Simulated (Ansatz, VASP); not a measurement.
**Sn2F: VASP beside Ansatz**

```xyz
6
Lattice="6.2500 0.0000 0.0000 0.0000 7.8526 0.0000 0.0000 0.0000 2.9288" Properties=species:S:1:pos:R:3 pbc="T T T"
Sn    2.9183    6.1647    1.4644
Sn    6.0433    5.6142    0.0000
Sn    3.3318    1.6879    1.4644
Sn    0.2067    2.2384    0.0000
F     3.1250    3.9263    1.4644
F     0.0000    0.0000    0.0000
```

Alike in both runs: functional PBE; k mesh 4 × 4 × 4; occupations gaussian, width 0.1 eV; no spin polarisation.

Ansatz relaxed the structure, and its values are those at the end. VASP's run is a single point on that final structure, the one shown.

|  | VASP | Ansatz |
| --- | --- | --- |
| version | VASP 6.6.1 | Ansatz 0.2.0 |
| potentials or method | VASP PAW PBE potentials, release 64 (Sn_d, F), cutoff 520 eV | scalar-relativistic, plane waves, PAW |
| valence electrons in the cell | 70 | 70 |

```csv
,VASP,Ansatz,Ansatz less VASP
gap on the k mesh at the Fermi level (eV),none,none,-
pressure (GPa),-0.1,0.0,+0.06
rms of the force components (eV/Å),0.013,0.003,-0.0102
```

A gap of «none» marks a metal or a gap that the smearing closes. With one functional, cell and mesh, what is left measures potentials, basis and numerics.

The k mesh is coarse, so the values compare programs but aren't converged.
